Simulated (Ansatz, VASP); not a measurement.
Sn: VASP beside Ansatz

INCAR

```
PREC = Accurate
ENCUT = 400
EDIFF = 1E-6
ISMEAR = -1
SIGMA = 0.02
LREAL = F
LASPH = T
NELM = 200
ALGO = Normal
ISIF = 2
LWAVE = F
LCHARG = T
LNONCOLLINEAR = T
MAGMOM = 0 0 0 0 0 0 0 0 0 0 0 0
LORBIT = 11
LSORBIT = T
GGA_COMPAT = F
LORBMOM = T
LDIPOL = T
IDIPOL = 3
DIPOL = 0.5 0.5 0.500
GGA = PE
LVHAR = T
LVACPOTAV = T
NBANDS = 70
NELMDL = -8
KPAR = 4
```

File KPOINTS:

```
Automatic mesh
0
Gamma
  7 7 1
```

File POSCAR:

```
Sn
1.0
    4.7064645918      0.0000000000      0.0000000000
    0.0000000000      4.7064645918      0.0000000000
    0.0000000000      0.0000000000     20.9920000000
Sn
4
Direct
    0.0000000000      0.2500000000      0.3807470336
    0.5000000000      0.2500000000      0.4590339912
    0.5000000000      0.7500000000      0.5409660077
    0.0000000000      0.7500000000      0.6192529676
```

Input for Ansatz:

```yaml
crystal:
  lattice:
    - [4.7064645918, 0.0, 0.0]
    - [0.0, 4.7064645918, 0.0]
    - [0.0, 0.0, 20.992]
  atoms:
    - { symbol: Sn, position: [0.0, 0.25, 0.3807470336] }
    - { symbol: Sn, position: [0.5, 0.25, 0.4590339912] }
    - { symbol: Sn, position: [0.5, 0.75, 0.5409660077] }
    - { symbol: Sn, position: [0.0, 0.75, 0.6192529676] }
kpoints:
  mp_grid: { grid: [7, 7, 1] }
scf:
  occupations: { method: fermi_dirac, width: 0.02 }
hamiltonian:
  xc: pbe
  pseudopotentials: { kind: paw_fr }
output:
  forces: true
  stress: true
  eigenvalues: true
efield:
  axis: 3
  amplitude: 0
  dipole_correction: true
magnetization:
  noncollinear: true
  spin_orbit: true
```

Alike in both runs: task single point; functional PBE; k mesh 7 × 7 × 1; occupations fermi-dirac, width 0.02 eV; non-collinear spin, spin-orbit coupling.

```csv
,VASP,Ansatz
version,VASP 6.6.1,Ansatz 0.2.0
potentials or method,"VASP PAW PBE potentials, release 64 (Sn_d)","PAW with Ansatz's default frozen-core files, fully relativistic files with spin-orbit coupling"
plane-wave cutoff (eV),400,420
valence electrons in the cell,56,56
```

Ansatz gave:

* rms of the force components (eV/Å): 0.016

Task: Estimate VASP's values.

Result: rms of the force components (eV/Å): 0.017.

Atom by atom the forces differ by 0.003 eV/Å (rms over components).
